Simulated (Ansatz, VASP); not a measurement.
AlN: VASP beside Ansatz

INCAR

```
PREC = Accurate ; ENCUT = 520
EDIFF = 1E-6 ; ISMEAR = 0
SIGMA = 0.05 ; LREAL = False
LASPH = True ; NELM = 80
ALGO = Normal ; ISIF = 2
LWAVE = False ; LCHARG = False
GGA = PE ; NBANDS = 16
```

Contents of KPOINTS:

```
Automatic mesh
0
Gamma
  18 18 10
```

File POSCAR:

```
AlN
1.0
    3.3121157400      0.0000000000      0.0000000000
   -1.6560578700      2.8683763700      0.0000000000
    0.0000000000      0.0000000000      4.1875630000
Al N
2 2
Direct
    0.3333333300      0.6666666700      0.7500000000
    0.6666666700      0.3333333300      0.2500000000
    0.3333333300      0.6666666700      0.2500000000
    0.6666666700      0.3333333300      0.7500000000
```

Input for Ansatz:

```yaml
crystal:
  lattice:
    - [3.31211574, 0.0, 0.0]
    - [-1.65605787, 2.86837637, 0.0]
    - [0.0, 0.0, 4.187563]
  atoms:
    - { symbol: Al, position: [0.33333333, 0.66666667, 0.75] }
    - { symbol: Al, position: [0.66666667, 0.33333333, 0.25] }
    - { symbol: "N", position: [0.33333333, 0.66666667, 0.25] }
    - { symbol: "N", position: [0.66666667, 0.33333333, 0.75] }
basis:
  ecutwfc: 420
kpoints:
  mp_grid: { grid: [18, 18, 10] }
hamiltonian:
  xc: pbe
scf:
  occupations: { method: gaussian, width: 0.05 }
output:
  forces: true
  eigenvalues: true
  eigenstates:
    nscf_kmesh: { grid: [30, 30, 22] }
    top_band: c6
    de_dk: true
    localisation: true
  stress: true
checkpoint:
  write: ck
  compress: false
  write_wavefunctions: false
  write_every: 100000
```

Alike in both runs: task single point; functional PBE; k mesh 18 × 18 × 10; occupations gaussian, width 0.05 eV; no spin polarisation.

```csv
,VASP,Ansatz
version,VASP 6.6.1,Ansatz 0.2.0
potentials or method,"VASP PAW PBE potentials, release 64 (Al, N), cutoff 520 eV","scalar-relativistic, plane waves, PAW"
valence electrons in the cell,16,16
```

```tsv
	VASP	Ansatz	Ansatz less VASP
gap on the k mesh at the Fermi level (eV)	3.27	3.26	-0.010
pressure (GPa)	0.0	0.3	+0.25
traceless stress, the component that is largest in VASP (GPa)	0.01	-0.14	-0.143
```

The functional is the same, so the differences come from potentials, cutoffs and numerics.
